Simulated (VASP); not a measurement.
# AlNi3: single point with PBEsol

The system is AlNi3.

```
Al Ni
1.0
     0.00000    2.80189    2.80189
     2.80189    0.00000    2.80189
     2.80189    2.80189    0.00000
Al Ni
1 3
Direct
  0.50000 0.50000 0.50000
  0.25000 0.25000 0.25000
  0.00000 0.00000 0.00000
  0.75000 0.75000 0.75000
```

- Program: VASP 6.6.1
- Task: single point
- Functional: PBEsol
- Potentials or basis: VASP PAW PBE potentials, release 64 (Al, Ni)
- Cutoff: 520 eV
- k mesh: 7 × 7 × 7
- Occupations: gaussian, width 0.4 eV
- Spin: no spin polarisation
- Dipole correction: no
- Further INCAR settings: ALGO = Fast; EDIFF = 1e-06; NBANDS = 24

| Quantity | Value |
| --- | --- |
| Pressure | 0.2 GPa |
| Band gap on the k mesh | zero (an odd number of electrons rules out a gap without spin polarisation) |

Levels at points of the mesh, in eV from the Fermi level:
```tsv
k point	band 13	band 14	band 15	band 16	band 17	band 18	band 19	band 20
(0.00, 0.00, 0.00)	-0.61	-0.61	-0.60	-0.60	5.40	5.40	5.40	5.90
```

It took 56 s on 1 thread of Intel Xeon 8259CL, on a shared host, peak memory 0.17 GiB.

Caveat: so wide a smearing shifts energies and pressures; the PAW data sets were made with another functional, which shifts forces and pressure a little. Spin polarisation is off, so any magnetic state and its effect on volume and gap are missing.
